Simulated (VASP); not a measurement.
# P (C2/m) in VASP: notebook

P is run at these levels: PBEsol; tasks: single point.

All numbers are computed with VASP 6.6.1; they aren't measurements. Logs are shortened: lines on timing, memory, paths and dates and some standing lists are left out, and cuts for length are marked.

### Step 1. The cell of the first run

The structure is monoclinic, space group C2/m (No. 12). Conventional cell: a = 9.485 Å, b = 8.370 Å, c = 5.294 Å, α = 90.00°, β = 90.50°, γ = 90.00°. P (site symmetry m) has 3 P at 2.24 to 2.32 Å within 3.0 Å. Within 3.0 Å of P (site symmetry m) lie 3 P at 2.24 to 2.25 Å. Within 3.0 Å of P (site symmetry 1) lie 3 P at 2.25 to 2.32 Å.

### Step 2. Single point, PBEsol (strain +0.050 along x and y, +0.000 along z)

File INCAR:

```
PREC     = Accurate       # precision mode
ENCUT    = 520            # plane-wave cutoff, eV
EDIFF    = 1E-6           # SCF threshold, eV
ISMEAR   = 0              # smearing method
SIGMA    = 0.05           # smearing width, eV
LREAL    = F              # projectors in reciprocal space
LASPH    = T              # aspherical terms in the spheres
NELM     = 60             # most SCF steps
ALGO     = Normal         # electronic algorithm
ISIF     = 2              # what is computed and relaxed
LWAVE    = F              # write WAVECAR
LCHARG   = F              # write CHGCAR
GGA      = PS             # functional
NBANDS   = 30             # bands
```

File KPOINTS:

```
regular mesh
0
Gamma
  6 6 6
```

File POSCAR:

```
P
1.0
    4.7423237432     -4.1851977852     -0.0096600381
    4.7423237432      4.1851977852     -0.0096600381
   -0.0350941193      0.0000000000      5.2942619569
P
8
Direct
    0.8512742797      0.8512742797      0.2375644293
    0.1487257203      0.1487257203      0.7624355707
    0.7191783959      0.7191783959      0.5855434286
    0.2808216041      0.2808216041      0.4144565714
    0.5015958456      0.7783891987      0.2493767515
    0.2216108013      0.4984041544      0.7506232485
    0.4984041544      0.2216108013      0.7506232485
    0.7783891987      0.5015958456      0.2493767515
```

Potentials or basis: VASP PAW PBE potentials, release 64 (P).

Command:

```bash
> cat potpaw_PBE.64/P/POTCAR > POTCAR
> mpirun -np 1 vasp_std > vasp.out
```

OUTCAR:

```text
PREC = Accurate
   ENCUT = 520
   EDIFF = 1E-6
   ISMEAR = 0
   LREAL = F
   LASPH = T
   NELM = 60
   ISIF = 2
   GGA = PS

 ion  position               nearest neighbor table
   1  0.851  0.851  0.238-   3 2.24   5 2.32   8 2.32
   2  0.149  0.149  0.762-   4 2.24   6 2.32   7 2.32
   3  0.719  0.719  0.586-   1 2.24   5 2.25   8 2.25
   4  0.281  0.281  0.414-   2 2.24   6 2.25   7 2.25
   5  0.502  0.778  0.249-   3 2.25   1 2.32   8 2.32
   6  0.222  0.498  0.751-   4 2.25   2 2.32   7 2.32
   7  0.498  0.222  0.751-   4 2.25   2 2.32   6 2.32
   8  0.778  0.502  0.249-   3 2.25   1 2.32   5 2.32

  LATTYP: Found a base centered monoclinic cell.
 ALAT       =     9.4846671637
 B/A-ratio  =     0.8825186404
 C/A-ratio  =     0.5582039073
 COS(beta)  =    -0.0086654843

  Lattice vectors:

 A1 = (   4.7423237432,  -4.1851977852,  -0.0096600381)
 A2 = (   4.7423237432,   4.1851977852,  -0.0096600381)
 A3 = (  -0.0350941193,   0.0000000000,   5.2942619569)

Analysis of symmetry for initial positions (statically):
=====================================================================
 Subroutine PRICEL returns:
 Original cell was already a primitive cell.

 Routine SETGRP: Setting up the symmetry group for a
 base centered monoclinic supercell.

 Subroutine GETGRP returns: Found  4 space group operations
 (whereof  4 operations were pure point group operations)
 out of a pool of  4 trial point group operations.

The static configuration has the point symmetry C_2h.

Analysis of symmetry for dynamics (positions and initial velocities):
=====================================================================
 Subroutine PRICEL returns:
 Original cell was already a primitive cell.

 Routine SETGRP: Setting up the symmetry group for a
 base centered monoclinic supercell.

 Subroutine GETGRP returns: Found  4 space group operations
 (whereof  4 operations were pure point group operations)
 out of a pool of  4 trial point group operations.

The dynamic configuration has the point symmetry C_2h.

 Subroutine INISYM returns: Found  4 space group operations
 (whereof  4 operations are pure point group operations),
 and found     1 'primitive' translations

----------------------------------------------------------------------------------------

                                     Primitive cell
[... 101 lines left out ...]
   ENCUT  =  520.0 eV  38.22 Ry    6.18 a.u.  11.76 11.76  9.84*2*pi/ulx,y,z
   NELM   =     60;   NELMIN=  2; NELMDL= -5     # of ELM steps
   EDIFF  = 0.1E-05   stopping-criterion for ELM
   LREAL  =      F    real-space projection
   EDIFFG = 0.1E-04   stopping-criterion for IOM
   NSW    =      0    number of steps for IOM
   IBRION =     -1    ionic relax: 0-MD 1-quasi-New 2-CG
   NFREE  =      0    steps in history (QN), initial steepest desc. (CG)
   ISIF   =      2    stress and relaxation
   ISYM   =      2    0-nonsym 1-usesym 2-fastsym
   POTIM  = 0.5000    time-step for ionic-motion
   TEBEG  =    0.0;   TEEND  =   0.0 temperature during run
   PSTRESS=    0.0 pullay stress
   NELECT =      40.0000    total number of electrons
   NUPDOWN=      -1.0000    fix difference up-down
   EMIN   =  10.00;   EMAX   =-10.00  energy-range for DOS
   EFERMI =   0.00;   METHOD = LEGACY
   ISMEAR =     0;   SIGMA  =   0.05  broadening in eV -4-tet -1-fermi 0-gaus
   EFERMI_NEDOS =   21; number of points for ismear=-14 and -15
   IALGO  =     38    algorithm
   IMIX   =      4    mixing-type and parameters
     AMIX     =   0.40;   BMIX     =  1.00
     AMIX_MAG =   1.60;   BMIX_MAG =  1.00
  volume/ion in A,a.u.               =      26.27       177.27
  Fermi-wavevector in a.u.,A,eV,Ry     =   0.941707  1.779569 12.065817  0.886813
  Thomas-Fermi vector in A             =   2.069245
   LORBIT       =      0    0 simple, 1 ext, 2 COOP (PROOUT), +10 PAW based schemes
   GGA     = PS    functional components
   LHFCALC =     F    Hartree Fock is set to
   AEXX    =    0.0000 exact exchange contribution
   IVDW    =     0    specifies the selected vdW correction
   LEPSILON=     F    determine dielectric tensor
   LRPA    =     F    only Hartree local field effects (RPA)
 non-spin polarized calculation
 Gauss-broadening in eV      SIGMA  =   0.05
  energy-cutoff  :      520.00
  volume of cell :      210.15
 maximum number of plane-waves:      5686
   NGX = 23   NGY = 23   NGZ = 19

 number of electron      40.0000001 magnetization

 Free energy of the ion-electron system (eV)
  ---------------------------------------------------
  ext. energy  EPLUGINS =         0.00000000
  ---------------------------------------------------
  free energy    TOTEN  =       -44.04306079 eV

  energy without entropy =      -44.04306079  energy(sigma->0) =      -44.04306079

 E-fermi :   2.0097     XC(G=0):  -8.4978

 val. band max:        1.7970163549   @ k =   0.5000   0.0000   0.5000
 cond. band min:       3.9094869182   @ k =   0.0000   0.0000   0.0000
 fundamental gap:      2.1124705633
 Fermi energy:         2.0096858674

 k-point     1 :       0.0000    0.0000    0.0000
  band No.  band energies     occupation
      1     -12.0499      2.00000
      2     -11.6716      2.00000
      3      -6.1741      2.00000
      4      -6.0425      2.00000
      5      -5.6919      2.00000
      6      -5.6463      2.00000
[... 781 lines left out ...]
     29       6.6878      0.00000
     30       7.1715      0.00000

 [... further k-points ...]
[... 5 lines left out ...]
  --------------------------------------------------------------------------------------
  -------------------------------------------------------------------------------------
  Total       -8.4554634     -8.5297041     -2.8619149      0.0000000      0.0000000      0.0794775
  in kB      -64.4631100    -65.0291095    -21.8187849      0.0000000      0.0000000      0.6059240
  external PRESSURE =     -50.4370015 kB  Pullay stress =       0.0000000 kB

 VOLUME and BASIS-vectors are now :
 -----------------------------------------------------------------------------
  energy-cutoff  :      520.00
  volume of cell :      210.15
      direct lattice vectors                 reciprocal lattice vectors
     4.742323743 -4.185197785 -0.009660038     0.105434968 -0.119468667  0.000698898
     4.742323743  4.185197785 -0.009660038     0.105434968  0.119468667  0.000698898
    -0.035094119  0.000000000  5.294261957     0.000384758  0.000000000  0.188886291

 POSITION                                       TOTAL-FORCE (eV/Angst)
 -----------------------------------------------------------------------------------
      8.06570      0.00000      1.24128        -1.869164     -0.000000      0.286958
      1.38385      0.00000      4.03366         1.869164     -0.000000     -0.286958
      6.80060      0.00000      3.08613        -0.076105     -0.000000     -0.706620
      2.64895      0.00000      2.18882         0.076105     -0.000000      0.706620
      6.06135      1.15843      1.30790         0.972749     -1.632915      0.258044
      3.38820      1.15843      3.96704        -0.972749     -1.632915     -0.258044
      3.38820     -1.15843      3.96704        -0.972749      1.632915     -0.258044
      6.06135     -1.15843      1.30790         0.972749      1.632915      0.258044
 -----------------------------------------------------------------------------------
    total drift:                                0.000000     -0.000000      0.000000

  FREE ENERGIE OF THE ION-ELECTRON SYSTEM (eV)
  ---------------------------------------------------
  free  energy   TOTEN  =       -44.0430607886 eV

  energy  without entropy=      -44.0430607886  energy(sigma->0) =      -44.04306079
```

OSZICAR:

```text
N       E                     dE             d eps       ncg     rms          rms(c)
DAV:   1     0.154860869903E+03    0.15486E+03   -0.15696E+04  4080   0.110E+03
DAV:   2    -0.318843586158E+02   -0.18675E+03   -0.18028E+03  5138   0.178E+02
DAV:   3    -0.446718435446E+02   -0.12787E+02   -0.12660E+02  5006   0.490E+01
DAV:   4    -0.449363743940E+02   -0.26453E+00   -0.26345E+00  5680   0.818E+00
DAV:   5    -0.449424753657E+02   -0.61010E-02   -0.60978E-02  5372   0.121E+00    0.136E+01
DAV:   6    -0.440971303118E+02    0.84535E+00   -0.18547E+00  4716   0.538E+00    0.684E+00
DAV:   7    -0.440526971487E+02    0.44433E-01   -0.11088E+00  4770   0.379E+00    0.203E+00
DAV:   8    -0.440430534847E+02    0.96437E-02   -0.20657E-01  4668   0.197E+00    0.910E-01
DAV:   9    -0.440433736167E+02   -0.32013E-03   -0.11780E-02  5240   0.553E-01    0.263E-01
DAV:  10    -0.440430014406E+02    0.37218E-03   -0.19712E-03  5282   0.217E-01    0.163E-01
DAV:  11    -0.440430999440E+02   -0.98503E-04   -0.98294E-04  4896   0.133E-01    0.100E-01
DAV:  12    -0.440430603962E+02    0.39548E-04   -0.11415E-04  4774   0.499E-02    0.506E-02
DAV:  13    -0.440430627734E+02   -0.23772E-05   -0.22986E-05  4970   0.200E-02    0.145E-02
DAV:  14    -0.440430608394E+02    0.19340E-05   -0.81830E-06  4792   0.120E-02    0.837E-03
DAV:  15    -0.440430607886E+02    0.50786E-07   -0.22139E-06  3680   0.605E-03
   1 F= -.44043061E+02 E0= -.44043061E+02  d E =-.364324E-11
```

stdout:

```text
POSCAR found type information on POSCAR P
 POSCAR found :  1 types and       8 ions
 scaLAPACK will be used
 -----------------------------------------------------------------------------
|                                                                             |
|                                                                             |
|     You enforced a specific xc type in the INCAR file but a different       |
|     I HOPE YOU KNOW WHAT YOU ARE DOING!                                     |
|                                                                             |
 -----------------------------------------------------------------------------

 LDA part: xc-table for (Slater+PW92), standard interpolation
 POSCAR, INCAR and KPOINTS ok, starting setup
 FFT: planning ... GRIDC
 FFT: planning ... GRID_SOFT
 FFT: planning ... GRID
 WAVECAR not read
 entering main loop
```

Wall time 8.2 min (1 thread of Intel Xeon 8259CL, shared host); peak memory 0.46 GiB.

What came out:

* Free energy: -44.0431 eV
* Pressure: -5.0 GPa
* Largest force: 1.918 eV/Å
* Band gap on the k mesh: 2.11 eV (least direct gap 2.42 eV)

Forces in eV/Å, atoms in the order of the input:
```
P   -1.869  0.000  0.287
P    1.869  0.000 -0.287
P   -0.076  0.000 -0.707
P    0.076  0.000  0.707
P    0.973 -1.633  0.258
P   -0.973 -1.633 -0.258
P   -0.973  1.633 -0.258
P    0.973  1.633  0.258
```

Stress tensor (GPa, compression positive):
```
-6.45  0.00  0.06
 0.00 -6.50  0.00
 0.06  0.00 -2.18
```

Levels at points of the mesh, in eV from the valence-band top:
```csv
k point,band 16,band 17,band 18,band 19,band 20,band 21,band 22,band 23,band 24,band 25
"(0.00, 0.00, 0.00)",-0.87,-0.74,-0.71,-0.51,-0.48,2.11,2.89,3.02,3.14,3.97
"(0.50, 0.00, 0.00)",-1.06,-0.72,-0.59,-0.50,-0.37,2.72,2.85,3.20,3.25,3.73
"(0.50, 0.50, 0.00)",-1.10,-0.87,-0.74,-0.34,-0.25,2.39,2.96,3.01,3.04,3.08
"(0.00, 0.00, 0.50)",-1.16,-0.67,-0.65,-0.46,-0.30,3.40,3.54,3.62,4.10,4.25
"(0.50, 0.00, 0.50)",-0.75,-0.65,-0.52,-0.34,0.00,2.61,3.02,3.38,3.43,3.98
"(0.50, 0.50, 0.50)",-0.96,-0.85,-0.55,-0.53,-0.46,2.72,2.77,2.91,3.21,3.70
```

Caveat: the cell differs from its parent crystal (strain +0.050 along x and y, +0.000 along z); the cell stands under tension; this functional lacks dispersion, which holds the molecules together, so the pressure and a relaxed volume are unreliable; the PAW data sets were made with another functional, which shifts forces and pressure a little.

[end of part 1 of 2]
